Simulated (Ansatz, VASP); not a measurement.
Two plane-wave programs on Ag

POSCAR

```
Ag
1.0
    0.0000000000      2.0445542600      2.0445542600
    2.0445542600      0.0000000000      2.0445542600
    2.0445542600      2.0445542600      0.0000000000
Ag
1
Direct
    0.0000000000      0.0000000000      0.0000000000
```

File INCAR.step1:

```
PREC = Accurate
ENCUT = 550
ISMEAR = -1
SIGMA = 0.1
LREAL = False
LASPH = True
NELM = 200
LMAXMIX = 4
LDAU = True
LDAUTYPE = 2
LDAUL = 2
LDAUU = 5
LDAUJ = 0
NBANDS = 12
GGA = PE
ALGO = Normal
EDIFF = 1E-5
LWAVE = True
LCHARG = False
GGA_COMPAT = False
```

The input INCAR.step2:

```
PREC = Accurate
ENCUT = 550
EDIFF = 1E-6
ISMEAR = -1
SIGMA = 0.1
LREAL = False
LASPH = True
NELM = 200
ALGO = Normal
ISIF = 2
LWAVE = False
LCHARG = False
LMAXMIX = 4
LDAU = True
LDAUTYPE = 2
LDAUL = 2
LDAUU = 5
LDAUJ = 0
LDAUPRINT = 1
METAGGA = R2SCAN
LMIXTAU = True
IVDW = 12
VDW_S6 = 1.0
VDW_S8 = 0.78981345
VDW_A1 = 0.49484001
VDW_A2 = 5.73083694
NBANDS = 12
ISTART = 1
GGA_COMPAT = False
```

The input KPOINTS:

```
Automatic mesh
0
Gamma
  7 7 7
```

Input for Ansatz:

```yaml
crystal:
  lattice:
    - [0.0, 2.04455426, 2.04455426]
    - [2.04455426, 0.0, 2.04455426]
    - [2.04455426, 2.04455426, 0.0]
  atoms:
    - { symbol: Ag, position: [0.0, 0.0, 0.0] }
  symmetry: { tolerance: 0.0003 }
kpoints:
  mp_grid: { grid: [7, 7, 7], shift: [0, 0, 0] }
magnetization:
  spin_polarized: false
scf:
  occupations: { method: fermi_dirac }
hamiltonian:
  pseudopotentials: { kind: paw }
  xc: r2scan
  hubbard: { sites: [{ species: Ag, l: d, u_eff: 5.0 }], double_counting: fll }
  dispersion: d3bj
basis:
  ecutwfc: 500
output:
  forces: true
  stress: true
  eigenvalues: true
```

Alike in both runs: task single point; functional r2SCAN; dispersion D3(BJ); k mesh 7 × 7 × 7; no spin polarisation; Hubbard terms Ag d U = 5.0 eV.

|  | VASP | Ansatz |
| --- | --- | --- |
| version | VASP 6.6.1 | Ansatz 0.2.0 |
| potentials or method | VASP PAW PBE potentials, release 64 (Ag), cutoff 550 eV | PAW plane waves |
| occupations | fermi-dirac, width 0.1 eV | fermi-dirac |
| valence electrons in the cell | 11 | 19 |

```csv
,VASP,Ansatz,Ansatz less VASP
gap on the k mesh at the Fermi level (eV),none,none,-
pressure (GPa),-3.2,0.3,+3.57
```

VASP's potentials were made for PBE, not for r2SCAN. The programs project onto different local orbitals, so the same U acts differently, and such runs can settle in different states. A gap of «none» marks a metal or a gap that the smearing closes. VASP's potentials hold 11 valence electrons a cell and Ansatz's 19, so a difference there can come from the potentials and not from the codes. Ansatz's warnings: dispersion damping borrowed, filled band counts differ across k points.

The k mesh is coarse, so the values compare programs but aren't converged.
